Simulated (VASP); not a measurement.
# HfN (Fm-3m) in VASP: notebook

Aim: see how the results for HfN move with the level of theory and the settings. Levels: PBEsol, PBEsol+D3(BJ). Tasks: single point.

Program: VASP 6.6.1. These are calculated values, not measurements. Logs are shortened: lines on timing, memory, paths and dates and some standing lists are left out, and cuts for length are marked.

### Step 1. The cell of the first run

It takes space group Fm-3m (No. 225, cubic). Conventional cell: a = 4.502 Å, b = 4.502 Å, c = 4.502 Å, α = 90.00°, β = 90.00°, γ = 90.00°. Within 3.0 Å of Hf (site symmetry m-3m) lie 6 N at 2.25 Å. Within 3.0 Å of N (site symmetry m-3m) lie 6 Hf at 2.25 Å.

### Step 2. Single point, PBEsol

INCAR

```
PREC     = Accurate       # precision mode
ENCUT    = 520            # plane-wave cutoff, eV
EDIFF    = 1E-6           # SCF threshold, eV
ISMEAR   = 0              # smearing method
SIGMA    = 0.1            # smearing width, eV
LREAL    = False          # projectors in reciprocal space
LASPH    = True           # aspherical terms in the spheres
NELM     = 100            # most SCF steps
ALGO     = Normal         # electronic algorithm
ISIF     = 2              # what is computed and relaxed
LWAVE    = False          # write WAVECAR
LCHARG   = False          # write CHGCAR
GGA      = PS             # functional
NBANDS   = 14             # bands
```

KPOINTS

```
regular mesh
0
Gamma
  16 16 16
```

POSCAR

```
HfN
1.0
    0.0000000000      2.2507757577      2.2507757577
    2.2507757577      0.0000000000      2.2507757577
    2.2507757577      2.2507757577      0.0000000000
Hf N
1 1
Direct
    0.0000000000      0.0000000000      0.0000000000
    0.5000000000      0.5000000000      0.5000000000
```

Potentials or basis: VASP PAW PBE potentials, release 64 (Hf_pv, N).

Run with:

```sh
$ cat potpaw_PBE.64/Hf_pv/POTCAR potpaw_PBE.64/N/POTCAR > POTCAR
$ mpirun -np 1 vasp_std > vasp.out
```

OUTCAR:

```text
PREC = Accurate
   ENCUT = 520
   EDIFF = 1E-6
   ISMEAR = 0
   LREAL = False
   LASPH = True
   NELM = 100
   ISIF = 2
   GGA = PS

 ion  position               nearest neighbor table
   1  0.000  0.000  0.000-   2 2.25   2 2.25   2 2.25   2 2.25   2 2.25   2 2.25
   2  0.500  0.500  0.500-   1 2.25   1 2.25   1 2.25   1 2.25   1 2.25   1 2.25

  LATTYP: Found a face centered cubic cell.
 ALAT       =     4.5015515154

  Lattice vectors:

 A1 = (   0.0000000000,   2.2507757577,   2.2507757577)
 A2 = (   2.2507757577,   0.0000000000,   2.2507757577)
 A3 = (   2.2507757577,   2.2507757577,   0.0000000000)

Analysis of symmetry for initial positions (statically):
=====================================================================
 Subroutine PRICEL returns:
 Original cell was already a primitive cell.

 Routine SETGRP: Setting up the symmetry group for a
 face centered cubic supercell.

 Subroutine GETGRP returns: Found 48 space group operations
 (whereof 48 operations were pure point group operations)
 out of a pool of 48 trial point group operations.

The static configuration has the point symmetry O_h .

Analysis of symmetry for dynamics (positions and initial velocities):
=====================================================================
 Subroutine PRICEL returns:
 Original cell was already a primitive cell.

 Routine SETGRP: Setting up the symmetry group for a
 face centered cubic supercell.

 Subroutine GETGRP returns: Found 48 space group operations
 (whereof 48 operations were pure point group operations)
 out of a pool of 48 trial point group operations.

The dynamic configuration has the point symmetry O_h .

 Subroutine INISYM returns: Found 48 space group operations
 (whereof 48 operations are pure point group operations),
 and found     1 'primitive' translations

----------------------------------------------------------------------------------------

                                     Primitive cell

  volume of cell :      22.8048

  direct lattice vectors                    reciprocal lattice vectors
     0.000000000  2.250775758  2.250775758    -0.222145631  0.222145631  0.222145631
     2.250775758  0.000000000  2.250775758     0.222145631 -0.222145631  0.222145631
     2.250775758  2.250775758  0.000000000     0.222145631  0.222145631 -0.222145631

  length of vectors
     3.183077602  3.183077602  3.183077602     0.384767519  0.384767519  0.384767519

  position of ions in fractional coordinates (direct lattice)
     0.000000000  0.000000000  0.000000000
     0.500000000  0.500000000  0.500000000

  ion indices of the primitive-cell ions
   primitive index   ion index
                 1           1
                 2           2

----------------------------------------------------------------------------------------

 KPOINTS: regular mesh

Automatic generation of k-mesh.
 Grid dimensions read from file:
 generate k-points for:   16   16   16

 Generating k-lattice:

  Cartesian coordinates                     Fractional coordinates (reciprocal lattice)
    -0.013884102  0.013884102  0.013884102     0.062500000  0.000000000  0.000000000
     0.013884102 -0.013884102  0.013884102     0.000000000  0.062500000  0.000000000
     0.013884102  0.013884102 -0.013884102     0.000000000  0.000000000  0.062500000

  Length of vectors
     0.024047970  0.024047970  0.024047970

  Shift w.r.t. Gamma in fractional coordinates (k-lattice)
     0.000000000  0.000000000  0.000000000

 Subroutine IBZKPT returns following result:
 ===========================================

 Found    145 irreducible k-points:

 Following reciprocal coordinates:
            Coordinates               Weight
  0.000000  0.000000  0.000000      1.000000
  0.062500  0.000000  0.000000      8.000000
  0.125000  0.000000  0.000000      8.000000
  0.187500  0.000000  0.000000      8.000000
  0.250000  0.000000  0.000000      8.000000
  0.312500  0.000000  0.000000      8.000000
[... 16 lines left out ...]
 -0.125000  0.062500  0.000000     24.000000
 -0.062500  0.062500  0.000000     12.000000
 [... further k-points ...]
   k-points           NKPTS =    145   k-points in BZ     NKDIM =    145   number of bands    NBANDS=     14
   number of dos      NEDOS =    301   number of ions     NIONS =      2
   total plane-waves  NPLWV =  13824
   dimension x,y,z NGX =    24 NGY =   24 NGZ =   24
   dimension x,y,z NGXF=    48 NGYF=   48 NGZF=   48
   ions per type =               1   1
   NGX,Y,Z   is equivalent  to a cutoff of  12.53, 12.53, 12.53 a.u.
   NGXF,Y,Z  is equivalent  to a cutoff of  25.07, 25.07, 25.07 a.u.
 SYSTEM =  unknown system
   PREC   = accura    normal or accurate (medium, high low for compatibility)
   ISTART =      0    job   : 0-new  1-cont  2-samecut
   ICHARG =      2    charge: 1-file 2-atom 10-const
   ISPIN  =      1    spin polarized calculation?
   LNONCOLLINEAR =      F non collinear calculations
   LSORBIT =      F    spin-orbit coupling
   LASPH  =      T    aspherical Exc in radial PAW
   ENCUT  =  520.0 eV  38.22 Ry    6.18 a.u.   5.92  5.92  5.92*2*pi/ulx,y,z
   NELM   =    100;   NELMIN=  2; NELMDL= -5     # of ELM steps
   EDIFF  = 0.1E-05   stopping-criterion for ELM
   LREAL  =      F    real-space projection
   EDIFFG = 0.1E-04   stopping-criterion for IOM
   NSW    =      0    number of steps for IOM
   IBRION =     -1    ionic relax: 0-MD 1-quasi-New 2-CG
   NFREE  =      0    steps in history (QN), initial steepest desc. (CG)
   ISIF   =      2    stress and relaxation
   ISYM   =      2    0-nonsym 1-usesym 2-fastsym
   POTIM  = 0.5000    time-step for ionic-motion
   TEBEG  =    0.0;   TEEND  =   0.0 temperature during run
   PSTRESS=    0.0 pullay stress
   NELECT =      15.0000    total number of electrons
   NUPDOWN=      -1.0000    fix difference up-down
   EMIN   =  10.00;   EMAX   =-10.00  energy-range for DOS
   EFERMI =   0.00;   METHOD = LEGACY
   ISMEAR =     0;   SIGMA  =   0.10  broadening in eV -4-tet -1-fermi 0-gaus
   EFERMI_NEDOS =   21; number of points for ismear=-14 and -15
   IALGO  =     38    algorithm
   IMIX   =      4    mixing-type and parameters
     AMIX     =   0.40;   BMIX     =  1.00
     AMIX_MAG =   1.60;   BMIX_MAG =  1.00
  volume/ion in A,a.u.               =      11.40        76.95
  Fermi-wavevector in a.u.,A,eV,Ry     =   1.423737  2.690472 27.579367  2.027026
  Thomas-Fermi vector in A             =   2.544302
   LORBIT       =      0    0 simple, 1 ext, 2 COOP (PROOUT), +10 PAW based schemes
   GGA     = PS    functional components
   LHFCALC =     F    Hartree Fock is set to
   AEXX    =    0.0000 exact exchange contribution
   IVDW    =     0    specifies the selected vdW correction
   LEPSILON=     F    determine dielectric tensor
   LRPA    =     F    only Hartree local field effects (RPA)
 non-spin polarized calculation
 Gauss-broadening in eV      SIGMA  =   0.10
  energy-cutoff  :      520.00
  volume of cell :       22.80
 maximum number of plane-waves:       636
   NGX = 11   NGY = 11   NGZ = 11

 number of electron      15.0000001 magnetization

 Free energy of the ion-electron system (eV)
  ---------------------------------------------------
  ext. energy  EPLUGINS =         0.00000000
  ---------------------------------------------------
  free energy    TOTEN  =       -22.99482989 eV

  energy without entropy =      -22.99187720  energy(sigma->0) =      -22.99335354

 E-fermi :   8.2879     XC(G=0): -12.9512

 val. band max:        8.2753747670   @ k =  -0.4375   0.3125   0.1250
 cond. band min:       8.2886799951   @ k =  -0.1250   0.0625   0.0000
 fundamental gap:      0.0133052280
 Fermi energy:         8.2878837132

 k-point     1 :       0.0000    0.0000    0.0000
  band No.  band energies     occupation
      1     -22.7219      2.00000
      2     -22.7219      2.00000
      3     -22.7219      2.00000
      4      -9.2068      2.00000
      5       5.3004      2.00000
      6       5.3004      2.00000
      7       5.3004      2.00000
      8       7.9183      2.00000
      9       7.9183      2.00000
     10       7.9183      2.00000
     11      10.2134      0.00000
     12      10.2661      0.00000
     13      10.2661      0.00000
     14      17.8608      0.00000

 k-point     2 :       0.0625    0.0000    0.0000
  band No.  band energies     occupation
      1     -22.7646      2.00000
      2     -22.7254      2.00000
      3     -22.7254      2.00000
      4      -9.1126      2.00000
      5       4.8856      2.00000
      6       5.0563      2.00000
      7       5.0563      2.00000
      8       8.0373      1.99961
      9       8.0567      1.99892
     10       8.0567      1.99892
     11      10.5058      0.00000
     12      10.5801      0.00000
     13      10.5801      0.00000
     14      18.1742      0.00000

 k-point     3 :       0.1250    0.0000    0.0000
  band No.  band energies     occupation
      1     -22.8840      2.00000
      2     -22.7354      2.00000
      3     -22.7354      2.00000
      4      -8.8423      2.00000
      5       3.9597      2.00000
      6       4.4940      2.00000
      7       4.4940      2.00000
      8       8.2402      1.49954
      9       8.4189      0.06399
     10       8.4189      0.06399
     11      11.2492      0.00000
     12      11.3949      0.00000
     13      11.3949      0.00000
     14      19.0459      0.00000
[... 324 lines left out ...]
 k-point    23 :      -0.1250    0.0625    0.0000
  band No.  band energies     occupation
      1     -22.9532      2.00000
      2     -22.7716      2.00000
      3     -22.7299      2.00000
      4      -8.6501      2.00000
      5       3.3549      2.00000
      6       4.0139      2.00000
      7       4.4625      2.00000
      8       8.2887      0.99102
      9       8.3908      0.14545
     10       9.1311      0.00000
     11      10.8543      0.00000
     12      12.1673      0.00000
     13      12.3772      0.00000
     14      19.6594      0.00000

 k-point    24 :      -0.0625    0.0625    0.0000
  band No.  band energies     occupation
      1     -22.8237      2.00000
      2     -22.7473      2.00000
      3     -22.7238      2.00000
      4      -8.9618      2.00000
      5       4.2636      2.00000
      6       4.6154      2.00000
      7       4.9361      2.00000
      8       8.0942      1.99384
      9       8.0954      1.99352
     10       8.5482      0.00023
     11      10.4028      0.00000
     12      11.2242      0.00000
     13      11.3301      0.00000
     14      18.6712      0.00000

 [... further k-points ...]
[... 5 lines left out ...]
  --------------------------------------------------------------------------------------
  -------------------------------------------------------------------------------------
  Total       -0.3110305     -0.3110305     -0.3110305     -0.0000000      0.0000000     -0.0000000
  in kB      -21.8517832    -21.8517832    -21.8517832     -0.0000000      0.0000000     -0.0000000
  external PRESSURE =     -21.8517832 kB  Pullay stress =       0.0000000 kB

 VOLUME and BASIS-vectors are now :
 -----------------------------------------------------------------------------
  energy-cutoff  :      520.00
  volume of cell :       22.80
      direct lattice vectors                 reciprocal lattice vectors
     0.000000000  2.250775758  2.250775758    -0.222145631  0.222145631  0.222145631
     2.250775758  0.000000000  2.250775758     0.222145631 -0.222145631  0.222145631
     2.250775758  2.250775758  0.000000000     0.222145631  0.222145631 -0.222145631

 POSITION                                       TOTAL-FORCE (eV/Angst)
 -----------------------------------------------------------------------------------
      0.00000      0.00000      0.00000        -0.000000     -0.000000     -0.000000
      2.25078      2.25078      2.25078         0.000000      0.000000      0.000000
 -----------------------------------------------------------------------------------
    total drift:                                0.000000     -0.000000     -0.000000

  FREE ENERGIE OF THE ION-ELECTRON SYSTEM (eV)
  ---------------------------------------------------
  free  energy   TOTEN  =       -22.9948298880 eV

  energy  without entropy=      -22.9918771973  energy(sigma->0) =      -22.99335354
```

It took 59 s on 1 thread of AMD EPYC 7R43 (Zen 3), shared host; peak memory 0.14 GiB.

What came out:

```
Free energy : -22.9948 eV
Pressure    : -2.2 GPa
```

Caveat: the PAW data sets were made with another functional, which shifts forces and pressure a little; spin-orbit coupling is left out, which moves the levels of the heavy elements.

### Step 3. Single point, PBEsol+D3(BJ)

This run uses another cell than the first one, of 11.53 Å³/atom, 1.011 times its volume.

INCAR

```
SYSTEM = HfN
PREC     = Accurate       ! precision mode
ENCUT    = 520            ! plane-wave cutoff, eV
EDIFF    = 1E-6           ! SCF threshold, eV
ISMEAR   = 0              ! smearing method
SIGMA    = 0.1            ! smearing width, eV
LREAL    = .False.        ! projectors in reciprocal space
LASPH    = .True.         ! aspherical terms in the spheres
NELM     = 80             ! most SCF steps
ALGO     = Normal         ! electronic algorithm
ISIF     = 2              ! what is computed and relaxed
LWAVE    = .False.        ! write WAVECAR
LCHARG   = .False.        ! write CHGCAR
GGA      = PS             ! functional
IVDW     = 12             ! dispersion correction
NBANDS   = 14             ! bands
```

KPOINTS

```
Automatic mesh
0
Gamma
  16 16 16
  0 0 0
```

POSCAR

```
HfN
1.0
    0.0000000000      2.2590000000      2.2590000000
    2.2590000000      0.0000000000      2.2590000000
    2.2590000000      2.2590000000      0.0000000000
Hf N
1 1
Direct
    0.0000000000      0.0000000000      0.0000000000
    0.5000000000      0.5000000000      0.5000000000
```

Potentials or basis: VASP PAW PBE potentials, release 64 (Hf_pv, N).

Run with:

```sh
$ cat potpaw_PBE.64/Hf_pv/POTCAR potpaw_PBE.64/N/POTCAR > POTCAR
$ mpirun -np 1 vasp_std > vasp.out
```

OUTCAR:

```text
SYSTEM = HfN
   PREC = Accurate
   ENCUT = 520
   EDIFF = 1E-6
   ISMEAR = 0
   LREAL = .False.
   LASPH = .True.
   NELM = 80
   ISIF = 2
   GGA = PS
   IVDW = 12
 IVDW          = 12

 ion  position               nearest neighbor table
   1  0.000  0.000  0.000-   2 2.26   2 2.26   2 2.26   2 2.26   2 2.26   2 2.26
   2  0.500  0.500  0.500-   1 2.26   1 2.26   1 2.26   1 2.26   1 2.26   1 2.26

  LATTYP: Found a face centered cubic cell.
 ALAT       =     4.5180000000

  Lattice vectors:

 A1 = (   0.0000000000,   2.2590000000,   2.2590000000)
 A2 = (   2.2590000000,   0.0000000000,   2.2590000000)
 A3 = (   2.2590000000,   2.2590000000,   0.0000000000)

Analysis of symmetry for initial positions (statically):
=====================================================================
 Subroutine PRICEL returns:
 Original cell was already a primitive cell.

 Routine SETGRP: Setting up the symmetry group for a
 face centered cubic supercell.

 Subroutine GETGRP returns: Found 48 space group operations
 (whereof 48 operations were pure point group operations)
 out of a pool of 48 trial point group operations.

The static configuration has the point symmetry O_h .

Analysis of symmetry for dynamics (positions and initial velocities):
=====================================================================
 Subroutine PRICEL returns:
 Original cell was already a primitive cell.

 Routine SETGRP: Setting up the symmetry group for a
 face centered cubic supercell.

 Subroutine GETGRP returns: Found 48 space group operations
 (whereof 48 operations were pure point group operations)
 out of a pool of 48 trial point group operations.

The dynamic configuration has the point symmetry O_h .

 Subroutine INISYM returns: Found 48 space group operations
 (whereof 48 operations are pure point group operations),
 and found     1 'primitive' translations

----------------------------------------------------------------------------------------

                                     Primitive cell

  volume of cell :      23.0557

  direct lattice vectors                    reciprocal lattice vectors
[... 120 lines left out ...]
  energy-cutoff  :      520.00
  volume of cell :       23.06
 maximum number of plane-waves:       636
   NGX = 11   NGY = 11   NGZ = 11

 number of electron      15.0000000 magnetization

 Free energy of the ion-electron system (eV)
  ---------------------------------------------------
  ext. energy  EPLUGINS =         0.00000000
  ---------------------------------------------------
  free energy    TOTEN  =       -22.98919967 eV

  energy without entropy =      -22.98623431  energy(sigma->0) =      -22.98771699

 E-fermi :   8.1901     XC(G=0): -12.8939

 val. band max:        8.1772619264   @ k =  -0.4375   0.3125   0.1250
 cond. band min:       8.1905712460   @ k =  -0.1250   0.0625   0.0000
 fundamental gap:      0.0133093196
 Fermi energy:         8.1900685604

 k-point     1 :       0.0000    0.0000    0.0000
  band No.  band energies     occupation
      1     -22.8628      2.00000
      2     -22.8628      2.00000
      3     -22.8628      2.00000
      4      -9.2392      2.00000
      5       5.2153      2.00000
      6       5.2153      2.00000
      7       5.2153      2.00000
      8       7.8273      2.00000
      9       7.8273      2.00000
     10       7.8273      2.00000
     11      10.0101      0.00000
     12      10.1420      0.00000
     13      10.1420      0.00000
     14      17.7369      0.00000
[... 377 lines left out ...]
      1     -22.9602      2.00000
      2     -22.8872      2.00000
      3     -22.8648      2.00000
      4      -9.0002      2.00000
      5       4.1848      2.00000
      6       4.5413      2.00000
      7       4.8560      2.00000
      8       8.0002      1.99275
      9       8.0022      1.99211
     10       8.4467      0.00028
     11      10.2460      0.00000
     12      11.0490      0.00000
     13      11.1896      0.00000
     14      18.5361      0.00000

 [... further k-points ...]

------------------------ aborting loop because EDIFF is reached ----------------------------------------

 Edisp (eV)   -0.77632

 E8    (eV) :    -0.5449

  FORCE on cell =-STRESS in cart. coord.  units (eV):
  Direction    XX          YY          ZZ          XY          YZ          ZX
  --------------------------------------------------------------------------------------
  -------------------------------------------------------------------------------------
  Total      -1.53155    -1.53155    -1.53155     0.00000     0.00000     0.00000
  in kB    -106.42966  -106.42966  -106.42966     0.00000     0.00000     0.00000
  external pressure =     -106.43 kB  Pullay stress =        0.00 kB

 VOLUME and BASIS-vectors are now :
 -----------------------------------------------------------------------------
  energy-cutoff  :      520.00
  volume of cell :       23.06
      direct lattice vectors                 reciprocal lattice vectors
     0.000000000  2.259000000  2.259000000    -0.221336875  0.221336875  0.221336875
     2.259000000  0.000000000  2.259000000     0.221336875 -0.221336875  0.221336875
     2.259000000  2.259000000  0.000000000     0.221336875  0.221336875 -0.221336875

 POSITION                                       TOTAL-FORCE (eV/Angst)
 -----------------------------------------------------------------------------------
      0.00000      0.00000      0.00000        -0.000000     -0.000000     -0.000000
      2.25900      2.25900      2.25900         0.000000      0.000000      0.000000
 -----------------------------------------------------------------------------------
    total drift:                                0.000000     -0.000000     -0.000000

  FREE ENERGIE OF THE ION-ELECTRON SYSTEM (eV)
  ---------------------------------------------------
  free  energy   TOTEN  =       -23.7655192850 eV

  energy  without entropy=      -23.7625539250  energy(sigma->0) =      -23.76403661
```

Run time: 54 s. Hardware: 1 thread of AMD EPYC 7R43 (Zen 3), shared host; peak memory 0.15 GiB.

Results:

* Free energy: -23.7655 eV
* Pressure: -10.6 GPa
* Dispersion energy per atom: -0.388 eV

Caveat: three body term missing; the PAW data sets were made with another functional, which shifts forces and pressure a little; spin-orbit coupling is left out, which moves the levels of the heavy elements; pairwise dispersion overbinds metals, which lowers pressure and volume.
